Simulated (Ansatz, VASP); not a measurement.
One calculation of Ta, two programs

```
Ta
1.0
     2.90037    0.00000    0.00000
    -1.45019    2.51180    0.00000
     0.00000    0.00000    5.16627
Ta
2
Direct
  0.66667 0.33333 0.75000
  0.33333 0.66667 0.25000
```

Alike in both runs: task single point; functional LDA; k mesh 21 × 21 × 10; occupations gaussian, width 0.15 eV; no spin polarisation.

|  | VASP | Ansatz |
| --- | --- | --- |
| version | VASP 6.6.1 | Ansatz 0.2.0 |
| potentials or method | VASP PAW LDA potentials, release 64 (Ta_pv), cutoff 520 eV | scalar-relativistic, plane waves, PAW |
| valence electrons in the cell | 22 | 26 |

Ansatz gave:

| Property | Result |
| --- | --- |
| gap on the k mesh at the Fermi level (eV) | none |
| pressure (GPa) | -11.8 |
| traceless stress, the component that is largest in VASP (GPa) | 0.95 |

Question: Estimate VASP's values.

Answer: gap on the k mesh at the Fermi level (eV): none; pressure (GPa): -11.2; traceless stress, the component that is largest in VASP (GPa): 0.95.

LDA's correlation is that of Perdew and Zunger in VASP and of Perdew and Wang (1992) in Ansatz. A gap of «none» marks a metal or a gap that the smearing closes. VASP's potentials hold 22 valence electrons a cell and Ansatz's 26, so a difference there can come from the potentials and not from the codes.

Spin-orbit coupling is off throughout.
